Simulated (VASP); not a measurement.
# TaN (P-6m2) in VASP: notebook

TaN is run at these levels: PBE; tasks: electric field gradients.

All numbers are computed with VASP 6.6.1; they aren't measurements. Logs are shortened: lines on timing, memory, paths and dates and some standing lists are left out, and cuts for length are marked.

## (1) The cell of the first run

The structure is hexagonal, space group P-6m2 (No. 187). The conventional cell has a = 2.996 Å, b = 2.996 Å, c = 2.940 Å, α = 90.00°, β = 90.00°, γ = 120.00°. Within 3.0 Å of Ta (site symmetry -6m2) lie 6 N at 2.27 Å and 8 Ta at 2.94 to 3.00 Å. N (site symmetry -6m2) has 6 Ta at 2.27 Å and 8 N at 2.94 to 3.00 Å within 3.0 Å.

## (2) Electric field gradients, PBE (11.42 Å³/atom)

Input file INCAR:

```
PREC = Accurate
ENCUT = 520
EDIFF = 1E-8
ISMEAR = -1
SIGMA = 0.02
LREAL = F
LASPH = T
NELM = 120
ALGO = Normal
ISIF = 2
LWAVE = F
LCHARG = F
GGA = PE
LEFG = T
NBANDS = 16
GGA_COMPAT = F
```

Input file KPOINTS:

```
regular mesh
0
Gamma
  12 12 10
```

Input file POSCAR:

```
TaN
1.0
    2.9956213083      0.0000000000      0.0000000000
   -1.4978106541      2.5942841531      0.0000000000
    0.0000000000      0.0000000000      2.9395437670
Ta N
1 1
Direct
    0.3333333333      0.6666666667      0.5000000000
    0.0000000000      0.0000000000      0.0000000000
```

Potentials or basis: VASP PAW PBE potentials, release 64 (Ta_sv_GW, N).

Started as:

```console
> cat potpaw_PBE.64/Ta_sv_GW/POTCAR potpaw_PBE.64/N/POTCAR > POTCAR
> mpirun -np 1 vasp_std > vasp.out
```

OUTCAR:

```text
PREC = Accurate
   ENCUT = 520
   EDIFF = 1E-8
   ISMEAR = -1
   LREAL = F
   LASPH = T
   NELM = 120
   ISIF = 2
   GGA = PE

 ion  position               nearest neighbor table
   1  0.333  0.667  0.500-   2 2.27   2 2.27   2 2.27   2 2.27   2 2.27   2 2.27
   2  0.000  0.000  0.000-   1 2.27   1 2.27   1 2.27   1 2.27   1 2.27   1 2.27

  LATTYP: Found a hexagonal cell.
 ALAT       =     2.9956213083
 C/A-ratio  =     0.9812801634

  Lattice vectors:

 A1 = (   2.9956213083,   0.0000000000,   0.0000000000)
 A2 = (  -1.4978106541,   2.5942841531,   0.0000000000)
 A3 = (   0.0000000000,   0.0000000000,   2.9395437670)

Analysis of symmetry for initial positions (statically):
=====================================================================
 Subroutine PRICEL returns:
 Original cell was already a primitive cell.

 Routine SETGRP: Setting up the symmetry group for a
 hexagonal supercell.

 Subroutine GETGRP returns: Found 12 space group operations
 (whereof 12 operations were pure point group operations)
 out of a pool of 24 trial point group operations.

The static configuration has the point symmetry D_3h.

Analysis of symmetry for dynamics (positions and initial velocities):
=====================================================================
 Subroutine PRICEL returns:
 Original cell was already a primitive cell.

 Routine SETGRP: Setting up the symmetry group for a
 hexagonal supercell.

 Subroutine GETGRP returns: Found 12 space group operations
 (whereof 12 operations were pure point group operations)
 out of a pool of 24 trial point group operations.

The dynamic configuration has the point symmetry D_3h.

 Subroutine INISYM returns: Found 12 space group operations
 (whereof 12 operations are pure point group operations),
 and found     1 'primitive' translations

----------------------------------------------------------------------------------------

                                     Primitive cell

  volume of cell :      22.8446

  direct lattice vectors                    reciprocal lattice vectors
     2.995621308  0.000000000  0.000000000     0.333820566  0.192731394  0.000000000
    -1.497810654  2.594284153  0.000000000     0.000000000  0.385462787  0.000000000
     0.000000000  0.000000000  2.939543767     0.000000000  0.000000000  0.340188845

  length of vectors
     2.995621308  2.995621308  2.939543767     0.385462787  0.385462787  0.340188845

  position of ions in fractional coordinates (direct lattice)
     0.333333333  0.666666667  0.500000000
     0.000000000  0.000000000  0.000000000

  ion indices of the primitive-cell ions
   primitive index   ion index
                 1           1
                 2           2

----------------------------------------------------------------------------------------

 KPOINTS: regular mesh

Automatic generation of k-mesh.
 Grid dimensions read from file:
 generate k-points for:   12   12   10

 Generating k-lattice:

  Cartesian coordinates                     Fractional coordinates (reciprocal lattice)
     0.027818380  0.016060949  0.000000000     0.083333333 -0.000000000  0.000000000
     0.000000000  0.032121899  0.000000000     0.000000000  0.083333333  0.000000000
     0.000000000  0.000000000  0.034018885     0.000000000  0.000000000  0.100000000

  Length of vectors
     0.032121899  0.032121899  0.034018885

  Shift w.r.t. Gamma in fractional coordinates (k-lattice)
     0.000000000  0.000000000  0.000000000

 Subroutine IBZKPT returns following result:
 ===========================================

 Found    114 irreducible k-points:

 Following reciprocal coordinates:
            Coordinates               Weight
  0.000000  0.000000  0.000000      1.000000
  0.083333  0.000000  0.000000      6.000000
  0.166667  0.000000  0.000000      6.000000
  0.250000 -0.000000  0.000000      6.000000
  0.333333  0.000000  0.000000      6.000000
  0.416667 -0.000000  0.000000      6.000000
[... 16 lines left out ...]
  0.250000 -0.000000  0.100000     12.000000
  0.333333  0.000000  0.100000     12.000000
 [... further k-points ...]
   k-points           NKPTS =    114   k-points in BZ     NKDIM =    114   number of bands    NBANDS=     16
   number of dos      NEDOS =    301   number of ions     NIONS =      2
   total plane-waves  NPLWV =  13824
   dimension x,y,z NGX =    24 NGY =   24 NGZ =   24
   dimension x,y,z NGXF=    48 NGYF=   48 NGZF=   48
   ions per type =               1   1
   NGX,Y,Z   is equivalent  to a cutoff of  13.32, 13.32, 13.57 a.u.
   NGXF,Y,Z  is equivalent  to a cutoff of  26.64, 26.64, 27.15 a.u.
 SYSTEM =  unknown system
   PREC   = accura    normal or accurate (medium, high low for compatibility)
   ISTART =      0    job   : 0-new  1-cont  2-samecut
   ICHARG =      2    charge: 1-file 2-atom 10-const
   ISPIN  =      1    spin polarized calculation?
   LNONCOLLINEAR =      F non collinear calculations
   LSORBIT =      F    spin-orbit coupling
   LASPH  =      T    aspherical Exc in radial PAW
   ENCUT  =  520.0 eV  38.22 Ry    6.18 a.u.   5.57  5.57  5.47*2*pi/ulx,y,z
   NELM   =    120;   NELMIN=  2; NELMDL= -5     # of ELM steps
   EDIFF  = 0.1E-07   stopping-criterion for ELM
   LREAL  =      F    real-space projection
   EDIFFG = 0.1E-06   stopping-criterion for IOM
   NSW    =      0    number of steps for IOM
   IBRION =     -1    ionic relax: 0-MD 1-quasi-New 2-CG
   NFREE  =      0    steps in history (QN), initial steepest desc. (CG)
   ISIF   =      2    stress and relaxation
   ISYM   =      2    0-nonsym 1-usesym 2-fastsym
   POTIM  = 0.5000    time-step for ionic-motion
   TEBEG  =    0.0;   TEEND  =   0.0 temperature during run
   PSTRESS=    0.0 pullay stress
   NELECT =      18.0000    total number of electrons
   NUPDOWN=      -1.0000    fix difference up-down
   EMIN   =  10.00;   EMAX   =-10.00  energy-range for DOS
   EFERMI =   0.00;   METHOD = LEGACY
   ISMEAR =    -1;   SIGMA  =   0.02  broadening in eV -4-tet -1-fermi 0-gaus
   EFERMI_NEDOS =   21; number of points for ismear=-14 and -15
   IALGO  =     38    algorithm
   IMIX   =      4    mixing-type and parameters
     AMIX     =   0.40;   BMIX     =  1.00
     AMIX_MAG =   1.60;   BMIX_MAG =  1.00
  volume/ion in A,a.u.               =      11.42        77.08
  Fermi-wavevector in a.u.,A,eV,Ry     =   1.512066  2.857391 31.107611  2.286345
  Thomas-Fermi vector in A             =   2.622040
   LORBIT       =      0    0 simple, 1 ext, 2 COOP (PROOUT), +10 PAW based schemes
   GGA     = PE    functional components
   LHFCALC =     F    Hartree Fock is set to
   AEXX    =    0.0000 exact exchange contribution
   IVDW    =     0    specifies the selected vdW correction
   LEPSILON=     F    determine dielectric tensor
   LRPA    =     F    only Hartree local field effects (RPA)
 non-spin polarized calculation
  energy-cutoff  :      520.00
  volume of cell :       22.84
 maximum number of plane-waves:       634
 NGX is ok and might be reduce to    24
   NGX = 11   NGY = 11   NGZ = 11

 number of electron      18.0000000 magnetization

 Free energy of the ion-electron system (eV)
  ---------------------------------------------------
  ext. energy  EPLUGINS =         0.00000000
  ---------------------------------------------------
  free energy    TOTEN  =       -24.91910769 eV

  energy without entropy =      -24.91901681  energy(sigma->0) =      -24.91906225

 E-fermi :  11.7185     XC(G=0): -13.3474

 val. band max:       11.6315343199   @ k =   0.0000   0.0000   0.4000
 cond. band min:      11.7337523885   @ k =   0.3333   0.3333   0.0000
 fundamental gap:      0.1022180685
 Fermi energy:        11.7185371719

 k-point     1 :       0.0000    0.0000    0.0000
  band No.  band energies     occupation
      1     -57.0988      2.00000
      2     -23.3807      2.00000
      3     -23.1477      2.00000
      4     -23.1477      2.00000
      5      -5.7060      2.00000
      6       7.3081      2.00000
[... 8 lines left out ...]
     15      24.1649      0.00000
     16      27.2662      0.00000
[... 419 lines left out ...]
 k-point    24 :       0.3333    0.0000    0.1000
  band No.  band energies     occupation
      1     -57.0520      2.00000
      2     -23.7742      2.00000
      3     -23.3636      2.00000
      4     -23.2838      2.00000
      5      -4.1473      2.00000
      6       4.4074      2.00000
[... 8 lines left out ...]
     15      24.1312      0.00000
     16      26.8839      0.00000

 [... further k-points ...]

------------------------ aborting loop because EDIFF is reached ----------------------------------------

  FORCE on cell =-STRESS in cart. coord.  units (eV):
  Direction    XX          YY          ZZ          XY          YZ          ZX
  --------------------------------------------------------------------------------------
  -------------------------------------------------------------------------------------
  Total       -1.9674951     -1.9674951     -2.1034481     -0.0000000      0.0000000      0.0000000
  in kB     -137.9875357   -137.9875356   -147.5224123     -0.0000000      0.0000000      0.0000000
  external PRESSURE =    -141.1658279 kB  Pullay stress =       0.0000000 kB

 VOLUME and BASIS-vectors are now :
 -----------------------------------------------------------------------------
  energy-cutoff  :      520.00
  volume of cell :       22.84
      direct lattice vectors                 reciprocal lattice vectors
     2.995621308  0.000000000  0.000000000     0.333820566  0.192731394  0.000000000
    -1.497810654  2.594284153  0.000000000     0.000000000  0.385462787  0.000000000
     0.000000000  0.000000000  2.939543767     0.000000000  0.000000000  0.340188845

 POSITION                                       TOTAL-FORCE (eV/Angst)
 -----------------------------------------------------------------------------------
     -0.00000      1.72952      1.46977         0.000000      0.000000      0.000000
      0.00000      0.00000      0.00000        -0.000000      0.000000      0.000000
 -----------------------------------------------------------------------------------
    total drift:                                0.000000     -0.000000     -0.000000

  FREE ENERGIE OF THE ION-ELECTRON SYSTEM (eV)
  ---------------------------------------------------
  free  energy   TOTEN  =       -24.9191076942 eV

  energy  without entropy=      -24.9190168127  energy(sigma->0) =      -24.91906225

 Electric field gradients (V/A^2)
---------------------------------------------------------------------
 ion       V_xx      V_yy      V_zz      V_xy      V_xz      V_yz
---------------------------------------------------------------------
   1     -20.530   -20.530    41.060     0.001     0.000    -0.000
   2      -0.713    -0.712     1.425     0.001     0.000    -0.000
---------------------------------------------------------------------

 Electric field gradients after diagonalization (V/A^2)
 (convention: |V_zz| > |V_xx| > |V_yy|)
----------------------------------------------------------------------
 ion       V_xx      V_yy      V_zz     asymmetry (V_yy - V_xx)/ V_zz
----------------------------------------------------------------------
   1     -20.531   -20.529    41.060       0.000
   2      -0.714    -0.711     1.425       0.002
----------------------------------------------------------------------

           NMR quadrupolar parameters

 Cq : quadrupolar parameter    Cq=e*Q*V_zz/h
 eta: asymmetry parameters     (V_yy - V_xx)/ V_zz
 Q  : nuclear electric quadrupole moment in mb (millibarn)
----------------------------------------------------------------------
 ion       Cq(MHz)       eta       Q (mb)
----------------------------------------------------------------------
   1       0.099       0.000       1.000
   2       0.003       0.002       1.000
----------------------------------------------------------------------
```

Run time: 49 s. Hardware: 1 thread of Intel Xeon Platinum 8259CL at 2.50GHz (Skylake/Cascade Lake), shared host; peak memory 0.18 GiB.

Results:

```
Free energy                             : -24.9191 eV
Pressure                                : -14.1 GPa
Band gap on the k mesh                  : zero (bands 9 and 10 overlap by 0.47 eV)
Largest electric field gradient by atom : Ta +41.1; N +1.4 V/Å²
```

Stress tensor (GPa, compression positive):
```
-13.80   0.00   0.00
  0.00 -13.80   0.00
  0.00   0.00 -14.75
```

Levels at points of the mesh, in eV from the Fermi level:
| k point | band 6 | band 7 | band 8 | band 9 | band 10 | band 11 | band 12 | band 13 |
| --- | --- | --- | --- | --- | --- | --- | --- | --- |
| (0.00, 0.00, 0.00) | -4.41 | -4.41 | -4.04 | -2.95 | 1.67 | 3.22 | 3.22 | 3.59 |
| (0.50, 0.00, 0.00) | -8.05 | -5.00 | -3.34 | -3.17 | 2.69 | 3.58 | 4.78 | 4.79 |
| (0.00, 0.00, 0.50) | -9.08 | -3.65 | -3.65 | -0.17 | -0.17 | 2.12 | 3.05 | 3.05 |
| (0.50, 0.00, 0.50) | -7.08 | -6.05 | -5.46 | -0.56 | 3.66 | 4.82 | 5.44 | 6.45 |

Electric field gradients, principal values (V/Å²):
| atom | least | middle | greatest (by size) |
| --- | --- | --- | --- |
| 1 Ta | -20.529 | -20.531 | 41.060 |
| 2 N | -0.711 | -0.714 | 1.425 |

Caveat: the cell stands under tension; without QUAD_EFG the Cq values of the log hold for a quadrupole moment of 1 mb, not for the nuclei; spin-orbit coupling is left out, which moves the levels of the heavy elements.

(Continued in part 2 of 2.)

The gap in the log of VASP goes by the Fermi energy; the results here count the filled bands.